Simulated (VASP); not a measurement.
Wanted: the native input for a VASP 6.6.1 run.

```yaml
Task: relaxation of cell and atoms
Functional: PBE
Potentials_or_basis: VASP PAW PBE potentials, release 64 (Cd, S)
Cutoff: 600 eV
k_mesh: 6 × 6 × 4
Occupations: gaussian, width 0.02 eV
Spin: no spin polarisation
Dipole_correction: no
Further_INCAR_settings: ALGO = Normal; EDIFF = 1e-06; IBRION = 2; EDIFFG = -0.01; NSW = 100; ISIF = 3
```

The structure of CdS5 lies in POSCAR:

```
CdS5
1.0
    2.9722586561     -3.3696330317      0.0000000000
    2.9722586561      3.3696330317      0.0000000000
   -2.7462198023      0.0000000000      8.8335348206
Cd S
1 5
Direct
    0.0293609848      0.9706390152      0.0000000000
    0.7081467063      0.1843070330      0.6714024270
    0.9365023212      0.0634976788      0.5000000000
    0.8156929670      0.2918532937      0.3285975730
    0.5922251460      0.9359281252      0.1411650659
    0.0640718748      0.4077748540      0.8588349341
```

The input as run:

INCAR

```
SYSTEM = CdS5
  PREC = Accurate
  ENCUT = 600
  EDIFF = 1E-6
  ISMEAR = 0
  SIGMA = 0.02
  LREAL = .False.
  LASPH = .True.
  NELM = 80
  ALGO = Normal
  ISIF = 3
  LWAVE = .False.
  LCHARG = .False.
  GGA = PE
  IBRION = 2
  NSW = 100
  EDIFFG = -0.01
```

KPOINTS

```
Automatic mesh
0
Gamma
  6 6 4
  0 0 0
```

Potentials or basis: VASP PAW PBE potentials, release 64 (Cd, S).

Launch:

```sh
$ cat potpaw_PBE.64/Cd/POTCAR potpaw_PBE.64/S/POTCAR > POTCAR
$ mpirun -np 1 vasp_std > vasp.out
```

It gave:

```
Relaxed volume                        : 29.23 Å³/atom
Relaxed cell                          : a = 4.463 Å, b = 4.463 Å, c = 9.242 Å, α = 100.91°, β = 100.91°, γ = 96.52°
Space group after relaxing (to 0.1 Å) : C2 (No. 5)
Energy gained by relaxing             : 0.7 meV/atom
Ionic steps                           : 21
Pressure after relaxing               : 0.0 GPa
Largest force after relaxing          : 0.009 eV/Å
Band gap on the k mesh                : 1.38 eV (least direct gap 1.60 eV)
```

It took 58 min on 1 thread of Intel Xeon 8259CL, with other jobs on the host, peak memory 0.44 GiB.
